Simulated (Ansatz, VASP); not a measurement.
Two plane-wave programs on ZnO2

```
CELL_PARAMETERS angstrom
4.86908 0.00000 0.00000
0.00000 4.86908 0.00000
0.00000 0.00000 4.86908
ATOMIC_POSITIONS crystal
Zn 0.00000 0.50000 0.50000
Zn 0.50000 0.50000 0.00000
Zn 0.50000 0.00000 0.50000
Zn 0.00000 0.00000 0.00000
O 0.41215 0.08785 0.91215
O 0.08785 0.91215 0.41215
O 0.91215 0.41215 0.08785
O 0.58785 0.58785 0.58785
O 0.41215 0.41215 0.41215
O 0.08785 0.58785 0.91215
O 0.91215 0.08785 0.58785
O 0.58785 0.91215 0.08785
```

Alike in both runs: functional r2SCAN; k mesh 4 × 4 × 4; occupations gaussian, width 0.1 eV; no spin polarisation.

Ansatz relaxed the structure, and its values are those at the end. VASP's run is a single point on that final structure, the one shown.

|  | VASP | Ansatz |
| --- | --- | --- |
| version | VASP 6.6.1 | Ansatz 0.2.0 |
| potentials or method | VASP PAW PBE potentials, release 64 (Zn, O), cutoff 520 eV | scalar-relativistic, plane waves, PAW |
| valence electrons in the cell | 96 | 96 |

```tsv
	VASP	Ansatz	Ansatz less VASP
gap on the k mesh at the Fermi level (eV)	2.90	2.93	+0.029
least direct gap on the mesh (eV)	3.02	3.04	+0.027
pressure (GPa)	1.6	0.3	-1.28
rms of the force components (eV/Å)	0.101	0.009	-0.0912
```

VASP's potentials were made for PBE, not for r2SCAN. With one functional, cell and mesh, what is left measures potentials, basis and numerics.
